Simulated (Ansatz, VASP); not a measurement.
## TaN: VASP beside Ansatz

The input INCAR:

```
PREC = Accurate
ENCUT = 520
EDIFF = 1E-6
ISMEAR = 1
SIGMA = 0.1
LREAL = Auto
LASPH = True
NELM = 100
ALGO = Normal
ISIF = 2
LWAVE = False
LCHARG = False
GGA = PS
NBANDS = 168
```

The input KPOINTS:

```
Automatic mesh
0
Gamma
  2 2 3
```

File POSCAR:

```
TaN
1.0
    7.7675072943      4.4845723699      0.0000000000
   -7.7675072446      4.4845724560      0.0000000000
    0.0000000000      0.0000000000      5.7917586532
Ta N
18 18
Direct
    0.0000000000      0.0000000000      0.0000000000
    0.3333333333      0.6666666667      0.0000000000
    0.6666666667      0.3333333333      0.0000000000
    0.0000000000      0.6666666667      0.2500000000
    0.3333333333      0.3333333334      0.2500000000
    0.6666666667      0.0000000000      0.2500000000
    0.0000000000      0.3333333333      0.2500000000
    0.3333333333      0.0000000000      0.2500000000
    0.6666666667      0.6666666666      0.2500000000
    0.0000000000      0.0000000000      0.5000000000
    0.3333333333      0.6666666667      0.5000000000
    0.6666666667      0.3333333333      0.5000000000
    0.0000000000      0.6666666667      0.7500000000
    0.3333333333      0.3333333334      0.7500000000
    0.6666666667      0.0000000000      0.7500000000
    0.0000000000      0.3333333333      0.7500000000
    0.3333333333      0.0000000000      0.7500000000
    0.6666666667      0.6666666666      0.7500000000
    0.1311380463      0.8688619537      0.0000000000
    0.4644713796      0.5355286204      0.0000000000
    0.7978047130      0.2021952870      0.0000000000
    0.0710572408      0.5355286204      0.0000000000
    0.4043905742      0.2021952870      0.0000000000
    0.7377239075      0.8688619537      0.0000000000
    0.1311380463      0.2622760925      0.0000000000
    0.4644713796      0.9289427592      0.0000000000
    0.7978047130      0.5956094258      0.0000000000
    0.1311380463      0.8688619537      0.5000000000
    0.4644713796      0.5355286204      0.5000000000
    0.7978047130      0.2021952870      0.5000000000
    0.0710572408      0.5355286204      0.5000000000
    0.4043905742      0.2021952870      0.5000000000
    0.7377239075      0.8688619537      0.5000000000
    0.1311380463      0.2622760925      0.5000000000
    0.4644713796      0.9289427592      0.5000000000
    0.7978047130      0.5956094258      0.5000000000
```

Input for Ansatz:

```yaml
crystal:
  lattice:
    - [7.7675072943, 4.4845723699, 0.0]
    - [-7.7675072446, 4.484572456, 0.0]
    - [0.0, 0.0, 5.7917586532]
  atoms:
    - { symbol: Ta, position: [0.0, 0.0, 0.0] }
    - { symbol: Ta, position: [0.3333333333, 0.6666666667, 0.0] }
    - { symbol: Ta, position: [0.6666666667, 0.3333333333, 0.0] }
    - { symbol: Ta, position: [0.0, 0.6666666667, 0.25] }
    - { symbol: Ta, position: [0.3333333333, 0.3333333334, 0.25] }
    - { symbol: Ta, position: [0.6666666667, 0.0, 0.25] }
    - { symbol: Ta, position: [0.0, 0.3333333333, 0.25] }
    - { symbol: Ta, position: [0.3333333333, 0.0, 0.25] }
    - { symbol: Ta, position: [0.6666666667, 0.6666666666, 0.25] }
    - { symbol: "N", position: [0.1311380463, 0.8688619537, 0.0] }
    - { symbol: "N", position: [0.4644713796, 0.5355286204, 0.0] }
    - { symbol: "N", position: [0.797804713, 0.202195287, 0.0] }
    - { symbol: "N", position: [0.0710572408, 0.5355286204, 0.0] }
    - { symbol: "N", position: [0.4043905742, 0.202195287, 0.0] }
    - { symbol: "N", position: [0.7377239075, 0.8688619537, 0.0] }
    - { symbol: "N", position: [0.1311380463, 0.2622760925, 0.0] }
    - { symbol: "N", position: [0.4644713796, 0.9289427592, 0.0] }
    - { symbol: "N", position: [0.797804713, 0.5956094258, 0.0] }
    - { symbol: Ta, position: [0.0, 0.0, 0.5] }
    - { symbol: Ta, position: [0.3333333333, 0.6666666667, 0.5] }
    - { symbol: Ta, position: [0.6666666667, 0.3333333333, 0.5] }
    - { symbol: Ta, position: [0.0, 0.6666666667, 0.75] }
    - { symbol: Ta, position: [0.3333333333, 0.3333333334, 0.75] }
    - { symbol: Ta, position: [0.6666666667, 0.0, 0.75] }
    - { symbol: Ta, position: [0.0, 0.3333333333, 0.75] }
    - { symbol: Ta, position: [0.3333333333, 0.0, 0.75] }
    - { symbol: Ta, position: [0.6666666667, 0.6666666666, 0.75] }
    - { symbol: "N", position: [0.1311380463, 0.8688619537, 0.5] }
    - { symbol: "N", position: [0.4644713796, 0.5355286204, 0.5] }
    - { symbol: "N", position: [0.797804713, 0.202195287, 0.5] }
    - { symbol: "N", position: [0.0710572408, 0.5355286204, 0.5] }
    - { symbol: "N", position: [0.4043905742, 0.202195287, 0.5] }
    - { symbol: "N", position: [0.7377239075, 0.8688619537, 0.5] }
    - { symbol: "N", position: [0.1311380463, 0.2622760925, 0.5] }
    - { symbol: "N", position: [0.4644713796, 0.9289427592, 0.5] }
    - { symbol: "N", position: [0.797804713, 0.5956094258, 0.5] }
basis:
  ecutwfc: 420
  xc_grid: 2
hamiltonian:
  xc: pbesol
  pseudopotentials: { kind: paw, azcp: { folder: soft_1 } }
kpoints:
  mp_grid: { grid: [2, 2, 3] }
scf:
  occupations: { method: methfessel_paxton, width: 0.1 }
  max_iter: 120
output:
  forces: true
```

Alike in both runs: task single point; functional PBEsol; k mesh 2 × 2 × 3; occupations methfessel-paxton of order 1, width 0.1 eV; no spin polarisation.

|  | VASP | Ansatz |
| --- | --- | --- |
| version | VASP 6.6.1 | Ansatz 0.2.0 |
| potentials or method | VASP PAW PBE potentials, release 64 (Ta_pv, N), cutoff 520 eV | plane-wave PAW DFT |
| valence electrons in the cell | 288 | 324 |

|  | VASP | Ansatz | Ansatz less VASP |
| --- | --- | --- | --- |
| rms of the force components (eV/Å) | 0.017 | 0.015 | -0.0023 |

VASP's potentials were made for PBE, not for PBEsol, and Ansatz warns of the same on its side. With one functional, cell and mesh, what is left measures potentials, basis and numerics. VASP's potentials hold 288 valence electrons a cell and Ansatz's 324, so a difference there can come from the potentials and not from the codes.

Neither program's run includes spin-orbit coupling.
